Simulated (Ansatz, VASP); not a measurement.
AlGa5As6: VASP beside Ansatz

```
Al Ga As
1.0
     7.00985    0.00000    0.00000
    -3.50493    6.07071    0.00000
     0.00000    0.00000    6.66329
Al Ga As
1 5 6
Cartesian
  0.0000 0.0000 0.0035
  3.5049 2.0236 0.0051
  0.0000 4.0471 0.0051
  2.3359 0.0000 3.3400
  -1.1680 2.0230 3.3400
  2.3370 4.0477 3.3400
  0.0000 0.0000 2.4901
  3.5049 2.0236 2.4997
  0.0000 4.0471 2.4997
  2.3320 0.0000 5.8331
  -1.1660 2.0195 5.8331
  2.3389 4.0512 5.8331
```

Alike in both runs: functional PBE; k mesh 3 × 3 × 4; occupations gaussian, width 0.1 eV; no spin polarisation.

Ansatz relaxed the structure, and its values are those at the end. VASP's run is a single point on that final structure, the one shown.

|  | VASP | Ansatz |
| --- | --- | --- |
| version | VASP 6.6.1 | Ansatz 0.2.0 |
| potentials or method | VASP PAW PBE potentials, release 64 (Al, Ga_d, As), cutoff 500 eV | scalar-relativistic, plane waves, PAW |
| valence electrons in the cell | 98 | 158 |

```csv
,VASP,Ansatz,Ansatz less VASP
gap on the k mesh at the Fermi level (eV),0.40,0.40,-0.001
least direct gap on the mesh (eV),0.40,0.40,-0.001
pressure (GPa),0.2,0.0,-0.18
```

The functional is the same, so the differences come from potentials, cutoffs and numerics. VASP's potentials hold 98 valence electrons a cell and Ansatz's 158, so a difference there can come from the potentials and not from the codes.
